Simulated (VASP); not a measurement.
# Au (Cmcm) in VASP: further runs

The runs below take Au through vibrations by perturbation theory, with LDA.

Program: VASP 6.6.1. These are calculated values, not measurements. Logs are shortened: lines on timing, memory, paths and dates and some standing lists are left out, and cuts for length are marked.

## (1) The cell of the first run

The typed cell holds 2 atoms: a = 2.837 Å, b = 2.837 Å, c = 4.762 Å, α = 90.00°, β = 90.00°, γ = 120.01°.

## (2) Vibrations by perturbation theory, LDA

INCAR reads:

```
ALGO = Normal
EDIFF = 1E-8
ENCUT = 500
GGA = CA
GGA_COMPAT = False
IBRION = 8
ISIF = 2
ISMEAR = -1
LASPH = True
LCHARG = False
LREAL = False
LWAVE = False
NBANDS = 18
NELM = 120
NSW = 1
PREC = Accurate
SIGMA = 0.15
```

KPOINTS reads:

```
k-points
0
Gamma
  5 5 3
```

POSCAR reads:

```
Au
1.0
    1.4183127367     -2.4571513978      0.0000000000
    1.4183127367      2.4571513978      0.0000000000
    0.0000000000      0.0000000000      4.7619670224
Au
2
Direct
    0.6665992176      0.3334007824      0.2500000000
    0.3334007824      0.6665992176      0.7500000000
```

Potentials or basis: VASP PAW LDA potentials, release 64 (Au).

The run is started by

```bash
cat potpaw_LDA.64/Au/POTCAR > POTCAR
mpirun -np 1 vasp_std > vasp.out
```

OUTCAR:

```text
EDIFF = 1E-8
   ENCUT = 500
   GGA = CA
   IBRION = 8
   ISIF = 2
   ISMEAR = -1
   LASPH = True
   LREAL = False
   NELM = 120
   NSW = 1
   PREC = Accurate

 ion  position               nearest neighbor table
   1  0.667  0.333  0.250-   2 2.89   2 2.89   2 2.89   2 2.89   2 2.89   2 2.89
   2  0.333  0.667  0.750-   1 2.89   1 2.89   1 2.89   1 2.89   1 2.89   1 2.89

  LATTYP: Found a base centered orthorhombic cell.
 ALAT       =     2.8366254734
 B/A-ratio  =     1.7324468252
 C/A-ratio  =     1.6787436576

  Lattice vectors:

 A1 = (   1.4183127367,  -2.4571513978,   0.0000000000)
 A2 = (   1.4183127367,   2.4571513978,   0.0000000000)
 A3 = (   0.0000000000,   0.0000000000,   4.7619670224)

Analysis of symmetry for initial positions (statically):
=====================================================================
 Subroutine PRICEL returns:
 Original cell was already a primitive cell.

 Routine SETGRP: Setting up the symmetry group for a
 base centered orthorhombic supercell.

 Subroutine GETGRP returns: Found  8 space group operations
 (whereof  4 operations were pure point group operations)
 out of a pool of  8 trial point group operations.

The static configuration has the point symmetry C_2h.
 The point group associated with its full space group is D_2h.

Analysis of symmetry for dynamics (positions and initial velocities):
=====================================================================
 Subroutine PRICEL returns:
 Original cell was already a primitive cell.

 Routine SETGRP: Setting up the symmetry group for a
 base centered orthorhombic supercell.

 Subroutine GETGRP returns: Found  8 space group operations
 (whereof  4 operations were pure point group operations)
 out of a pool of  8 trial point group operations.

The dynamic configuration has the point symmetry C_2h.
 The point group associated with its full space group is D_2h.

 Subroutine INISYM returns: Found  8 space group operations
 (whereof  4 operations are pure point group operations),
 and found     1 'primitive' translations

----------------------------------------------------------------------------------------

                                     Primitive cell

  volume of cell :      33.1910

  direct lattice vectors                    reciprocal lattice vectors
     1.418312737 -2.457151398  0.000000000     0.352531559 -0.203487665  0.000000000
     1.418312737  2.457151398  0.000000000     0.352531559  0.203487665  0.000000000
     0.000000000  0.000000000  4.761967022     0.000000000  0.000000000  0.209997254

  length of vectors
     2.837111914  2.837111914  4.761967022     0.407045120  0.407045120  0.209997254

  position of ions in fractional coordinates (direct lattice)
     0.666599218  0.333400782  0.250000000
     0.333400782  0.666599218  0.750000000

  ion indices of the primitive-cell ions
   primitive index   ion index
                 1           1
                 2           2

----------------------------------------------------------------------------------------

 KPOINTS: k-points

Automatic generation of k-mesh.
 Grid dimensions read from file:
 generate k-points for:    5    5    3

 Generating k-lattice:

  Cartesian coordinates                     Fractional coordinates (reciprocal lattice)
     0.070506312 -0.040697533  0.000000000     0.200000000 -0.000000000  0.000000000
     0.070506312  0.040697533  0.000000000    -0.000000000  0.200000000  0.000000000
     0.000000000  0.000000000  0.069999085     0.000000000  0.000000000  0.333333333

[... 81 lines left out ...]
  energy-cutoff  :      500.00
  volume of cell :       33.19
 maximum number of plane-waves:       861
 NGX is ok and might be reduce to    24
   NGX = 11   NGY = 11   NGZ = 17

--------------------------------------- Ionic step        1  -------------------------------------------

 number of electron      22.0000000 magnetization

 Free energy of the ion-electron system (eV)
  ---------------------------------------------------
  ext. energy  EPLUGINS =         0.00000000
  ---------------------------------------------------
  free energy    TOTEN  =        -9.04475930 eV

  energy without entropy =       -9.01198372  energy(sigma->0) =       -9.02837151

 E-fermi :  10.0115     XC(G=0): -13.1347

 val. band max:        8.5251213572   @ k =  -0.2000   0.2000   0.3333
 cond. band min:      10.2095478501   @ k =   0.2000   0.2000   0.3333
 fundamental gap:      1.6844264929
 Fermi energy:        10.0114608481

 k-point     1 :       0.0000    0.0000    0.0000
  band No.  band energies     occupation
      1      -0.4593      2.00000
      2       2.0593      2.00000
      3       4.6965      2.00000
      4       5.0161      2.00000
      5       5.0197      2.00000
      6       5.3491      2.00000
[... 367 lines left out ...]
     17      23.7842      0.00000
     18      25.8885      0.00000

------------------------ aborting loop because EDIFF is reached ----------------------------------------

  FORCE on cell =-STRESS in cart. coord.  units (eV):
  Direction    XX          YY          ZZ          XY          YZ          ZX
  --------------------------------------------------------------------------------------
  -------------------------------------------------------------------------------------
  Total        0.1758571      0.1698592     -0.2743947      0.0000000     -0.0000000      0.0000000
  in kB        8.4888769      8.1993506    -13.2454289      0.0000000     -0.0000000      0.0000000
  external PRESSURE =       1.1475995 kB  Pullay stress =       0.0000000 kB

 VOLUME and BASIS-vectors are now :
 -----------------------------------------------------------------------------
  energy-cutoff  :      500.00
  volume of cell :       33.19
      direct lattice vectors                 reciprocal lattice vectors
     1.418312737 -2.457151398  0.000000000     0.352531559 -0.203487665  0.000000000
     1.418312737  2.457151398  0.000000000     0.352531559  0.203487665  0.000000000
     0.000000000  0.000000000  4.761967022     0.000000000  0.000000000  0.209997254

 POSITION                                       TOTAL-FORCE (eV/Angst)
 -----------------------------------------------------------------------------------
      1.41831     -0.81872      1.19049         0.000000     -0.000185     -0.000000
      1.41831      0.81872      3.57148         0.000000      0.000185      0.000000
 -----------------------------------------------------------------------------------
    total drift:                                0.000000     -0.000000     -0.000000

  FREE ENERGIE OF THE ION-ELECTRON SYSTEM (eV)
  ---------------------------------------------------
  free  energy   TOTEN  =        -9.0447593016 eV

  energy  without entropy=       -9.0119837178  energy(sigma->0) =       -9.02837151

[... ionic steps 2 to 3 ...]

--------------------------------------- Ionic step        4  -------------------------------------------

------------------------ aborting loop because EDIFF is reached ----------------------------------------

--------------------------------------- Ionic step        5  -------------------------------------------

------------------------ aborting loop because EDIFF is reached ----------------------------------------

--------------------------------------- Ionic step        6  -------------------------------------------

 Free energy of the ion-electron system (eV)
  ---------------------------------------------------
  ---------------------------------------------------
  free energy    TOTEN  =        -0.31477861 eV

  energy without entropy =       -0.31477861

------------------------ aborting loop because EDIFF is reached ----------------------------------------

 INTERNAL STRAIN TENSOR  FOR ION    1  DIRECTION 3   (eV/Angst):
 -----------------------------------------------------------------------------
    -0.00078  0.00000  0.00000
     0.00000 -0.00086  0.00302
     0.00000  0.00285  0.01053

 INTERNAL STRAIN TENSOR FOR ION    2 for displacements in x,y,z  (eV/Angst):
          X           Y           Z          XY          YZ          ZX
  --------------------------------------------------------------------------------
  x     0.00000     0.00000     0.00000     0.41288     0.00000     0.00000
  y     0.47590    -0.47871    -0.00293     0.00000     0.00000     0.00000
  z     0.00000     0.00000     0.00000     0.00000    -0.00285     0.00000

 SECOND DERIVATIVES (NOT SYMMETRIZED)
 ------------------------------------
               1X          1Y          1Z          2X          2Y          2Z
  1X    -0.502034    0.000000    0.000000    0.502034    0.000000    0.000000
  1Y     0.000000   -0.515836    0.000000    0.000000    0.515836    0.000000
  1Z     0.000000    0.000000   -8.325246    0.000000    0.000000    8.325246
  2X     0.502034    0.000000    0.000000   -0.502034    0.000000    0.000000
  2Y     0.000000    0.515836    0.000000    0.000000   -0.515836    0.000000
  2Z     0.000000    0.000000    8.325246    0.000000    0.000000   -8.325246

 Eigenvectors and eigenvalues of the dynamical matrix
 ----------------------------------------------------

   1 f  =    4.545364 THz    28.559362 2PiTHz  151.617013 cm-1    18.798105 meV
             X         Y         Z           dx          dy          dz
      1.418313 -0.818719  1.190492     0.000000    0.000000   -0.707107
      1.418313  0.818719  3.571475     0.000000    0.000000    0.707107
[... 16 lines left out ...]
   5 f  =    0.000000 THz     0.000000 2PiTHz    0.000000 cm-1     0.000000 meV
             X         Y         Z           dx          dy          dz
      1.418313 -0.818719  1.190492     0.000000    0.000000    0.707107
      1.418313  0.818719  3.571475     0.000000    0.000000    0.707107

   6 f/i=    0.000000 THz     0.000000 2PiTHz    0.000001 cm-1     0.000000 meV
             X         Y         Z           dx          dy          dz
      1.418313 -0.818719  1.190492     0.688360   -0.161742    0.000000
      1.418313  0.818719  3.571475     0.688360   -0.161742    0.000000

--------------------------------------------------------------------------------------------------------

 ELASTIC MODULI CONTR FROM IONIC RELAXATION (kBar)
 Direction    XX          YY          ZZ          XY          YZ          ZX
 --------------------------------------------------------------------------------
 XX         -21.1940     21.3191      0.1306     -0.0000      0.0000      0.0000
 YY          21.3191    -21.4448     -0.1313      0.0000      0.0000      0.0000
 ZZ           0.1306     -0.1313     -0.0008      0.0000      0.0000      0.0000
 XY          -0.0000      0.0000      0.0000    -16.3907      0.0000      0.0000
 YZ           0.0000      0.0000      0.0000      0.0000     -0.0000      0.0000
 ZX           0.0000      0.0000      0.0000      0.0000      0.0000      0.0000
 --------------------------------------------------------------------------------
```

Wall time 58 s (1 thread of AMD EPYC 9R14 (Zen 4), shared host); peak memory 0.15 GiB.

Results:

```yaml
Highest_phonon_frequency_at_Γ: 152 cm⁻¹
```

Phonon frequencies in cm⁻¹ (negative: imaginary):
| q point | frequencies |
| --- | --- |
| (0.000, 0.000, 0.000) | 0 0 0 37 38 152 |

Caveat: the k points lie up to 0.51 Å⁻¹ apart; spin-orbit coupling is left out, which moves the levels of the heavy elements.

## (3) Vibrations by perturbation theory, LDA

INCAR reads:

```
SYSTEM = Au
PREC     = Accurate       ! precision mode
ENCUT    = 500            ! plane-wave cutoff, eV
EDIFF    = 1E-8           ! SCF threshold, eV
ISMEAR   = -1             ! smearing method
SIGMA    = 0.15           ! smearing width, eV
LREAL    = .False.        ! projectors in reciprocal space
LASPH    = .True.         ! aspherical terms in the spheres
NELM     = 120            ! most SCF steps
ALGO     = Normal         ! electronic algorithm
ISIF     = 2              ! what is computed and relaxed
LWAVE    = .False.        ! write WAVECAR
LCHARG   = .False.        ! write CHGCAR
GGA      = CA             ! functional
NBANDS   = 18             ! bands
IBRION   = 8              ! ionic algorithm
NSW      = 1              ! ionic steps
GGA_COMPAT= .False.
```

KPOINTS reads:

```
regular mesh
0
Gamma
  6 6 3
  0 0 0
```

POSCAR is that of step 2.

Potentials or basis: VASP PAW LDA potentials, release 64 (Au).

The run is started by

```bash
cat potpaw_LDA.64/Au/POTCAR > POTCAR
mpirun -np 1 vasp_std > vasp.out
```

OUTCAR:

```text
SYSTEM = Au
   PREC = Accurate
   ENCUT = 500
   EDIFF = 1E-8
   ISMEAR = -1
   LREAL = .False.
   LASPH = .True.
   NELM = 120
   ISIF = 2
   GGA = CA
   IBRION = 8
   NSW = 1

 ion  position               nearest neighbor table
   1  0.667  0.333  0.250-   2 2.89   2 2.89   2 2.89   2 2.89   2 2.89   2 2.89
   2  0.333  0.667  0.750-   1 2.89   1 2.89   1 2.89   1 2.89   1 2.89   1 2.89

  LATTYP: Found a base centered orthorhombic cell.
 ALAT       =     2.8366254734
 B/A-ratio  =     1.7324468252
 C/A-ratio  =     1.6787436576

  Lattice vectors:

 A1 = (   1.4183127367,  -2.4571513978,   0.0000000000)
 A2 = (   1.4183127367,   2.4571513978,   0.0000000000)
 A3 = (   0.0000000000,   0.0000000000,   4.7619670224)

Analysis of symmetry for initial positions (statically):
=====================================================================
 Subroutine PRICEL returns:
[... 749 lines left out ...]
  --------------------------------------------------------------------------------
  x     0.00000     0.00000     0.00000     0.39442     0.00000     0.00000
  y     0.43441    -0.44118    -0.00049     0.00000     0.00000     0.00000
  z     0.00000     0.00000     0.00000     0.00000    -0.00705     0.00000

 SECOND DERIVATIVES (NOT SYMMETRIZED)
 ------------------------------------
               1X          1Y          1Z          2X          2Y          2Z
  1X    -0.472602    0.000000    0.000000    0.472602    0.000000    0.000000
  1Y     0.000000   -0.489375    0.000000    0.000000    0.489375    0.000000
  1Z     0.000000    0.000000   -8.142682    0.000000    0.000000    8.142682
  2X     0.472602    0.000000    0.000000   -0.472602    0.000000    0.000000
  2Y     0.000000    0.489375    0.000000    0.000000   -0.489375    0.000000
  2Z     0.000000    0.000000    8.142682    0.000000    0.000000   -8.142682

 Eigenvectors and eigenvalues of the dynamical matrix
 ----------------------------------------------------

   1 f  =    4.495250 THz    28.244487 2PiTHz  149.945391 cm-1    18.590851 meV
             X         Y         Z           dx          dy          dz
      1.418313 -0.818719  1.190492    -0.000000   -0.000000    0.707107
      1.418313  0.818719  3.571475     0.000000    0.000000   -0.707107
[... 11 lines left out ...]
   4 f  =    0.000000 THz     0.000000 2PiTHz    0.000001 cm-1     0.000000 meV
             X         Y         Z           dx          dy          dz
      1.418313 -0.818719  1.190492    -0.054309   -0.690701   -0.141359
      1.418313  0.818719  3.571475    -0.054309   -0.690701   -0.141359

   5 f/i=    0.000000 THz     0.000000 2PiTHz    0.000000 cm-1     0.000000 meV
             X         Y         Z           dx          dy          dz
      1.418313 -0.818719  1.190492    -0.705000    0.052199    0.015805
      1.418313  0.818719  3.571475    -0.705000    0.052199    0.015805

   6 f/i=    0.000000 THz     0.000000 2PiTHz    0.000001 cm-1     0.000000 meV
             X         Y         Z           dx          dy          dz
      1.418313 -0.818719  1.190492    -0.005003    0.142152   -0.692653
      1.418313  0.818719  3.571475    -0.005003    0.142152   -0.692653

--------------------------------------------------------------------------------------------------------

 ELASTIC MODULI CONTR FROM IONIC RELAXATION (kBar)
 Direction    XX          YY          ZZ          XY          YZ          ZX
 --------------------------------------------------------------------------------
 XX         -18.6141     18.9041      0.0208      0.0000      0.0000      0.0000
 YY          18.9041    -19.1987     -0.0212     -0.0000      0.0000      0.0000
 ZZ           0.0208     -0.0212     -0.0000     -0.0000      0.0000      0.0000
 XY           0.0000     -0.0000     -0.0000    -15.8895      0.0000      0.0000
 YZ           0.0000      0.0000      0.0000      0.0000     -0.0003      0.0000
 ZX           0.0000      0.0000      0.0000      0.0000      0.0000      0.0000
 --------------------------------------------------------------------------------
```

stdout:

```text
POSCAR found type information on POSCAR Au
 POSCAR found :  1 types and       2 ions
 scaLAPACK will be used
 LDA part: xc-table for (Slater(with rela. corr.)+CA(PZ))
 , standard interpolation
 POSCAR, INCAR and KPOINTS ok, starting setup
 FFT: planning ... GRIDC
 FFT: planning ... GRID_SOFT
 FFT: planning ... GRID
 WAVECAR not read
 entering main loop
 Linear response reoptimize wavefunctions to high precision
 Linear response DOF=           3
 Linear response progress:
 first order change of Fermi-energy   0.81679E-04
 force on displaced ion       1 direction 1 :  -0.473   0.000   0.000
 Linear response progress:
 first order change of Fermi-energy   0.25179E-03
 force on displaced ion       1 direction 2 :   0.000  -0.489   0.000
 Linear response progress:
 first order change of Fermi-energy   0.58134E-04
 force on displaced ion       1 direction 3 :   0.000   0.000  -8.143
 Linear response finished
```

It took 72 s on 1 thread of AMD EPYC 9R14 (Zen 4), shared host; peak memory 0.16 GiB.

Results:

```yaml
Highest_phonon_frequency_at_Γ: 150 cm⁻¹
```

Phonon frequencies in cm⁻¹ (negative: imaginary):
| q point | frequencies |
| --- | --- |
| (0.000, 0.000, 0.000) | 0 0 0 36 37 150 |

Caveat: the k points lie up to 0.44 Å⁻¹ apart; spin-orbit coupling is left out, which moves the levels of the heavy elements.
